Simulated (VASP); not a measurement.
Wanted: the native input for a VASP 6.6.1 run.

| Quantity | Value |
| --- | --- |
| Task | single point |
| Functional | PBEsol |
| Potentials or basis | VASP PAW PBE potentials, release 64 (F) |
| Cutoff | 520 eV |
| k mesh | 6 × 6 × 4 |
| Occupations | gaussian, width 0.05 eV |
| Spin | no spin polarisation |
| Dipole correction | no |
| Further INCAR settings | ALGO = Normal; EDIFF = 1e-06; NBANDS = 22 |

The structure of F lies in POSCAR:

```
F
1.0
    3.5932197700     -2.1232795150      0.0000000000
    3.5932197700      2.1232795150      0.0000000000
    0.0000000000      0.0000000000      6.4713618900
F
4
Direct
    0.9125420000      0.0874580000      0.0960130000
    0.5874580000      0.4125420000      0.5960130000
    0.4125420000      0.5874580000      0.4039870000
    0.0874580000      0.9125420000      0.9039870000
```

This cell differs from its parent crystal: strain +0.015 along x and y, +0.015 along z.

These files were run (other wordings do the same):

INCAR

```
SYSTEM = F
ALGO = Normal
EDIFF = 1E-6
ENCUT = 520
GGA = PS
ISIF = 2
ISMEAR = 0
LASPH = .TRUE.
LCHARG = .FALSE.
LREAL = .FALSE.
LWAVE = .FALSE.
NBANDS = 22
NELM = 80
PREC = Accurate
SIGMA = 0.05
```

KPOINTS

```
k-points
0
G
  6 6 4
  0 0 0
```

Potentials or basis: VASP PAW PBE potentials, release 64 (F).

The run is started by

```console
$ cat potpaw_PBE.64/F/POTCAR > POTCAR
$ mpirun -np 1 vasp_std > vasp.out
```

It gave:

The pressure is -2.3 GPa and the largest force is 1.151 eV/Å. The band gap on the k mesh is 2.80 eV.

Caveat: the cell differs from its parent crystal (strain +0.015 along x and y, +0.015 along z); the PAW data sets were made with another functional, which shifts forces and pressure a little.

It took 24 s on 1 thread of Intel(R) Xeon(R) Platinum 8559C (Emerald Rapids), with other jobs on the host, peak memory 0.22 GiB.
